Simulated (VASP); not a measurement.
# HfN (Fm-3m) in VASP: single point with PBE

Aim: the single point of HfN with PBE.

Program: VASP 6.6.1. These are calculated values, not measurements. Logs are shortened: lines on timing, memory, paths and dates and some standing lists are left out, and cuts for length are marked.

## Step 1: The cell of the first run

The structure is cubic, space group Fm-3m (No. 225). The conventional cell has a = 4.512 Å, b = 4.512 Å, c = 4.512 Å, α = 90.00°, β = 90.00°, γ = 90.00°. Hf (site symmetry m-3m) has 6 N at 2.26 Å within 3.0 Å. N (site symmetry m-3m) has 6 Hf at 2.26 Å within 3.0 Å.

## Step 2: Single point, PBE

The input, POSCAR:

```
HfN
1.0
    0.0000000000      2.2560000000      2.2560000000
    2.2560000000      0.0000000000      2.2560000000
    2.2560000000      2.2560000000      0.0000000000
Hf N
1 1
Direct
    0.0000000000      0.0000000000      0.0000000000
    0.5000000000      0.5000000000      0.5000000000
```

The input, INCAR.step1:

```
  ALGO = Normal
  EDIFF = 1E-7
  ENCUT = 520
  GGA = PE
  ISIF = 2
  ISMEAR = 0
  LASPH = T
  LCHARG = T
  LMAXMIX = 4
  LREAL = F
  LWAVE = F
  NBANDS = 14
  NELM = 80
  PREC = Accurate
  SIGMA = 0.05
```

The input, KPOINTS.step1:

```
k-points
0
Gamma
  12 12 12
```

The input, INCAR.step2:

```
  ALGO = Normal
  EDIFF = 1E-7
  ENCUT = 520
  GGA = PE
  ICHARG = 11
  ISIF = 2
  ISMEAR = -5
  LASPH = T
  LCHARG = F
  LMAXMIX = 4
  LORBIT = 11
  LREAL = F
  LWAVE = F
  NBANDS = 14
  NEDOS = 1001
  NELM = 80
  PREC = Accurate
  SIGMA = 0.05
```

The input, KPOINTS.step2:

```
k-points
0
Gamma
  18 18 18
```

Potentials or basis: VASP PAW PBE potentials, release 64 (Hf_pv, N).

The run is started by

```sh
$ cat potpaw_PBE.64/Hf_pv/POTCAR potpaw_PBE.64/N/POTCAR > POTCAR
$ cp INCAR.step1 INCAR
$ cp KPOINTS.step1 KPOINTS
$ mpirun -np 1 vasp_std > vasp.out
$ cp INCAR.step2 INCAR
$ cp KPOINTS.step2 KPOINTS
$ mpirun -np 1 vasp_std > vasp.out
```

OUTCAR:

```text
EDIFF = 1E-7
   ENCUT = 520
   GGA = PE
   ICHARG = 11
   ISIF = 2
   ISMEAR = -5
   LASPH = T
   LORBIT = 11
   LREAL = F
   NELM = 80
   PREC = Accurate

 ion  position               nearest neighbor table
   1  0.000  0.000  0.000-   2 2.26   2 2.26   2 2.26   2 2.26   2 2.26   2 2.26
   2  0.500  0.500  0.500-   1 2.26   1 2.26   1 2.26   1 2.26   1 2.26   1 2.26

  LATTYP: Found a face centered cubic cell.
 ALAT       =     4.5120000000

  Lattice vectors:

 A1 = (   0.0000000000,   2.2560000000,   2.2560000000)
 A2 = (   2.2560000000,   0.0000000000,   2.2560000000)
 A3 = (   2.2560000000,   2.2560000000,   0.0000000000)

Analysis of symmetry for initial positions (statically):
=====================================================================
 Subroutine PRICEL returns:
 Original cell was already a primitive cell.

 Routine SETGRP: Setting up the symmetry group for a
 face centered cubic supercell.

 Subroutine GETGRP returns: Found 48 space group operations
 (whereof 48 operations were pure point group operations)
 out of a pool of 48 trial point group operations.

The static configuration has the point symmetry O_h .

Analysis of symmetry for dynamics (positions and initial velocities):
=====================================================================
 Subroutine PRICEL returns:
 Original cell was already a primitive cell.

 Routine SETGRP: Setting up the symmetry group for a
 face centered cubic supercell.

 Subroutine GETGRP returns: Found 48 space group operations
 (whereof 48 operations were pure point group operations)
 out of a pool of 48 trial point group operations.

The dynamic configuration has the point symmetry O_h .

 Subroutine INISYM returns: Found 48 space group operations
 (whereof 48 operations are pure point group operations),
 and found     1 'primitive' translations

----------------------------------------------------------------------------------------

                                     Primitive cell

  volume of cell :      22.9640

  direct lattice vectors                    reciprocal lattice vectors
     0.000000000  2.256000000  2.256000000    -0.221631206  0.221631206  0.221631206
     2.256000000  0.000000000  2.256000000     0.221631206 -0.221631206  0.221631206
     2.256000000  2.256000000  0.000000000     0.221631206  0.221631206 -0.221631206

  length of vectors
     3.190465797  3.190465797  3.190465797     0.383876509  0.383876509  0.383876509

  position of ions in fractional coordinates (direct lattice)
     0.000000000  0.000000000  0.000000000
     0.500000000  0.500000000  0.500000000

  ion indices of the primitive-cell ions
   primitive index   ion index
                 1           1
                 2           2

----------------------------------------------------------------------------------------

 KPOINTS: k-points

Automatic generation of k-mesh.
 Grid dimensions read from file:
 generate k-points for:   18   18   18

 Generating k-lattice:

  Cartesian coordinates                     Fractional coordinates (reciprocal lattice)
    -0.012312845  0.012312845  0.012312845     0.055555556  0.000000000  0.000000000
     0.012312845 -0.012312845  0.012312845     0.000000000  0.055555556  0.000000000
     0.012312845  0.012312845 -0.012312845     0.000000000  0.000000000  0.055555556

  Length of vectors
     0.021326473  0.021326473  0.021326473

  Shift w.r.t. Gamma in fractional coordinates (k-lattice)
     0.000000000  0.000000000  0.000000000

 TETIRR: Found    806 inequivalent tetrahedra from    34992

 Subroutine IBZKPT returns following result:
 ===========================================

 Found    195 irreducible k-points:

 Following reciprocal coordinates:
            Coordinates               Weight
  0.000000  0.000000  0.000000      1.000000
  0.055556  0.000000  0.000000      8.000000
  0.111111  0.000000  0.000000      8.000000
  0.166667  0.000000  0.000000      8.000000
  0.222222  0.000000  0.000000      8.000000
  0.277778  0.000000  0.000000      8.000000
[... 16 lines left out ...]
 -0.277778  0.055556  0.000000     24.000000
 -0.222222  0.055556  0.000000     24.000000
 [... further k-points ...]
   k-points           NKPTS =    195   k-points in BZ     NKDIM =    195   number of bands    NBANDS=     14
   number of dos      NEDOS =   1001   number of ions     NIONS =      2
   total plane-waves  NPLWV =  13824
   dimension x,y,z NGX =    24 NGY =   24 NGZ =   24
   dimension x,y,z NGXF=    48 NGYF=   48 NGZF=   48
   ions per type =               1   1
   NGX,Y,Z   is equivalent  to a cutoff of  12.51, 12.51, 12.51 a.u.
   NGXF,Y,Z  is equivalent  to a cutoff of  25.01, 25.01, 25.01 a.u.
 SYSTEM =  unknown system
   PREC   = accura    normal or accurate (medium, high low for compatibility)
   ISTART =      0    job   : 0-new  1-cont  2-samecut
   ICHARG =     11    charge: 1-file 2-atom 10-const
   ISPIN  =      1    spin polarized calculation?
   LNONCOLLINEAR =      F non collinear calculations
   LSORBIT =      F    spin-orbit coupling
   LASPH  =      T    aspherical Exc in radial PAW
   ENCUT  =  520.0 eV  38.22 Ry    6.18 a.u.   5.93  5.93  5.93*2*pi/ulx,y,z
   NELM   =     80;   NELMIN=  2; NELMDL=  0     # of ELM steps
   EDIFF  = 0.1E-06   stopping-criterion for ELM
   LREAL  =      F    real-space projection
   EDIFFG = 0.1E-05   stopping-criterion for IOM
   NSW    =      0    number of steps for IOM
   IBRION =     -1    ionic relax: 0-MD 1-quasi-New 2-CG
   NFREE  =      0    steps in history (QN), initial steepest desc. (CG)
   ISIF   =      2    stress and relaxation
   ISYM   =      2    0-nonsym 1-usesym 2-fastsym
   POTIM  = 0.5000    time-step for ionic-motion
   TEBEG  =    0.0;   TEEND  =   0.0 temperature during run
   PSTRESS=    0.0 pullay stress
   NELECT =      15.0000    total number of electrons
   NUPDOWN=      -1.0000    fix difference up-down
   EMIN   =  10.00;   EMAX   =-10.00  energy-range for DOS
   EFERMI =   0.00;   METHOD = LEGACY
   ISMEAR =    -5;   SIGMA  =   0.05  broadening in eV -4-tet -1-fermi 0-gaus
   EFERMI_NEDOS =   21; number of points for ismear=-14 and -15
   IALGO  =     38    algorithm
   IMIX   =      4    mixing-type and parameters
     AMIX     =   0.40;   BMIX     =  1.00
     AMIX_MAG =   1.60;   BMIX_MAG =  1.00
  volume/ion in A,a.u.               =      11.48        77.48
  Fermi-wavevector in a.u.,A,eV,Ry     =   1.420440  2.684242 27.451783  2.017649
  Thomas-Fermi vector in A             =   2.541355
   LORBIT       =     11    0 simple, 1 ext, 2 COOP (PROOUT), +10 PAW based schemes
   GGA     = PE    functional components
   LHFCALC =     F    Hartree Fock is set to
   AEXX    =    0.0000 exact exchange contribution
   IVDW    =     0    specifies the selected vdW correction
   LEPSILON=     F    determine dielectric tensor
   LRPA    =     F    only Hartree local field effects (RPA)
 non-spin polarized calculation
 Fermi weights with tetrahedron method with Bloechl corrections
  energy-cutoff  :      520.00
  volume of cell :       22.96
 maximum number of plane-waves:       636

 number of electron      15.0000001 magnetization

 Free energy of the ion-electron system (eV)
  ---------------------------------------------------
  ext. energy  EPLUGINS =         0.00000000
  ---------------------------------------------------
  free energy    TOTEN  =       -21.75287726 eV

  energy without entropy =      -21.75287726  energy(sigma->0) =      -21.75287726

 E-fermi :   8.4469     XC(G=0): -12.7535

 val. band max:        8.5563543587   @ k =  -0.1111   0.1111   0.0000
 cond. band min:       8.4450254939   @ k =  -0.1111   0.0556   0.0000
 fundamental gap:     -0.1113288648
 Fermi energy:         8.4469409008

 k-point     1 :       0.0000    0.0000    0.0000
  band No.  band energies     occupation
      1     -22.7113      2.00000
      2     -22.7113      2.00000
      3     -22.7113      2.00000
      4      -9.1189      2.00000
      5       5.3804      2.00000
      6       5.3804      2.00000
      7       5.3804      2.00000
      8       8.0741      2.00000
      9       8.0741      2.00000
     10       8.0741      2.00000
     11      10.2528      0.00000
     12      10.4017      0.00000
     13      10.4017      0.00000
     14      17.9966      0.00000

 k-point     2 :       0.0556    0.0000    0.0000
  band No.  band energies     occupation
      1     -22.7438      2.00000
      2     -22.7140      2.00000
      3     -22.7140      2.00000
      4      -9.0466      2.00000
      5       5.0534      2.00000
      6       5.1913      2.00000
      7       5.1913      2.00000
      8       8.1662      2.00000
      9       8.1821      2.11388
     10       8.1821      2.11084
     11      10.4857      0.00000
     12      10.6453      0.00000
     13      10.6453      0.00000
     14      18.2420      0.00000

 k-point     3 :       0.1111    0.0000    0.0000
  band No.  band energies     occupation
      1     -22.8359      2.00000
      2     -22.7217      2.00000
      3     -22.7217      2.00000
      4      -8.8372      2.00000
      5       4.2875      2.00000
      6       4.7331      2.00000
      7       4.7331      2.00000
      8       8.3344      1.98673
      9       8.4708      0.49295
     10       8.4708      0.15174
     11      11.0976      0.00000
     12      11.2959      0.00000
     13      11.2959      0.00000
     14      18.9355      0.00000
[... 324 lines left out ...]
 k-point    23 :      -0.2778    0.0556    0.0000
  band No.  band energies     occupation
      1     -23.3555      2.00000
      2     -22.8018      2.00000
      3     -22.7565      2.00000
      4      -7.4711      2.00000
      5       1.2072      2.00000
      6       2.8636      2.00000
      7       3.1759      2.00000
      8       9.2526      0.00000
      9      10.0268      0.00000
     10      10.9335      0.00000
     11      13.2603      0.00000
     12      14.4859      0.00000
     13      15.2231      0.00000
     14      20.6447      0.00000

 k-point    24 :      -0.2222    0.0556    0.0000
  band No.  band energies     occupation
      1     -23.1955      2.00000
      2     -22.7859      2.00000
      3     -22.7406      2.00000
      4      -7.9191      2.00000
      5       2.0188      2.00000
      6       3.2815      2.00000
      7       3.6547      2.00000
      8       8.8360     -0.14620
      9       9.3825      0.00000
     10      10.2493      0.00000
     11      12.4224      0.00000
     12      13.6727      0.00000
     13      14.1806      0.00000
     14      20.6577      0.00000

 [... further k-points ...]

------------------------ aborting loop because EDIFF is reached ----------------------------------------

  FORCE on cell =-STRESS in cart. coord.  units (eV):
  Direction    XX          YY          ZZ          XY          YZ          ZX
  --------------------------------------------------------------------------------------
  -------------------------------------------------------------------------------------
  Total        0.6091568      0.6091568      0.6091568      0.0000000      0.0000000      0.0000000
  in kB       42.5003380     42.5003380     42.5003380      0.0000000      0.0000000      0.0000000
  external PRESSURE =      42.5003380 kB  Pullay stress =       0.0000000 kB

 VOLUME and BASIS-vectors are now :
 -----------------------------------------------------------------------------
  energy-cutoff  :      520.00
  volume of cell :       22.96
      direct lattice vectors                 reciprocal lattice vectors
     0.000000000  2.256000000  2.256000000    -0.221631206  0.221631206  0.221631206
     2.256000000  0.000000000  2.256000000     0.221631206 -0.221631206  0.221631206
     2.256000000  2.256000000  0.000000000     0.221631206  0.221631206 -0.221631206

 POSITION                                       TOTAL-FORCE (eV/Angst)
 -----------------------------------------------------------------------------------
      0.00000      0.00000      0.00000        -0.000000     -0.000000     -0.000000
      2.25600      2.25600      2.25600         0.000000      0.000000      0.000000
 -----------------------------------------------------------------------------------
    total drift:                                0.000000     -0.000000     -0.000000

  FREE ENERGIE OF THE ION-ELECTRON SYSTEM (eV)
  ---------------------------------------------------
  free  energy   TOTEN  =       -21.7528772616 eV

  energy  without entropy=      -21.7528772616  energy(sigma->0) =      -21.75287726

 total charge

# of ion       s       p       d       tot
------------------------------------------
    1        0.292   6.575   1.767   8.635
    2        1.234   2.516   0.000   3.751
--------------------------------------------------
tot          1.527   9.092   1.767  12.386
```

Run time: 26 s. Hardware: 1 thread of Intel Xeon Platinum 8488C (Sapphire Rapids), shared host; peak memory 0.19 GiB.

Results:

```
Valence electrons inside the program's atomic spheres : Hf 8.63; N 3.75
```

Levels at points of the mesh, in eV from the Fermi level:
| k point | band 4 | band 5 | band 6 | band 7 | band 8 | band 9 | band 10 | band 11 | band 12 | band 13 |
| --- | --- | --- | --- | --- | --- | --- | --- | --- | --- | --- |
| (0.00, 0.00, 0.00) | -17.57 | -3.07 | -3.07 | -3.07 | -0.37 | -0.37 | -0.37 | 1.81 | 1.95 | 1.95 |
| (0.50, 0.00, 0.00) | -14.82 | -8.94 | -6.23 | -6.23 | 3.27 | 3.70 | 3.70 | 4.42 | 8.86 | 8.86 |
| (0.50, 0.50, 0.00) | -16.47 | -5.44 | -3.85 | -3.73 | -3.73 | 4.10 | 5.53 | 5.53 | 5.61 | 8.03 |

Caveat: spin-orbit coupling is left out, which moves the levels of the heavy elements; tetrahedron occupations give inexact forces and stress in metals.
